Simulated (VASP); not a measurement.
Runs of VASP 6.6.1 on W. The structure is that of space group Fm-3m (No. 225), or close to it. The cells are those of the table. 

```csv
cell,gap on the mesh (eV),pressure (GPa)
"a = 2.946, b = 2.871, c = 2.871 Å, angles 58.3, 59.1, 59.1°, 1 atom",none,-7.2
"a = 2.925, b = 2.871, c = 2.871 Å, angles 58.8, 59.4, 59.4°, 1 atom",none,(a)
"a = 2.903, b = 2.871, c = 2.871 Å, angles 59.3, 59.6, 59.6°, 1 atom",none,-7.7
"a = 2.882, b = 2.871, c = 2.871 Å, angles 59.8, 59.9, 59.9°, 1 atom",none,-7.8
"a = 2.892, b = 2.871, c = 2.871 Å, angles 59.5, 59.8, 59.8°, 1 atom",none,-7.8
```

Alike in all rows: task single point; level r2SCAN; potentials or basis VASP PAW PBE potentials, release 64 (W_sv); no spin polarisation; k mesh 20 × 20 × 20; cutoff (eV) 520; smearing gaussian 0.15 eV.

Task: Estimate the missing entries.

Result: (a) -7.5.

Caveats: the cell stands under tension; the PAW data sets were made with another functional, which shifts forces and pressure a little; spin-orbit coupling is left out, which moves the levels of the heavy elements.

A k mesh can miss the band edges, and the runs leave out spin-orbit coupling on W.

A gap of «none» marks levels without a gap at the run's occupations.
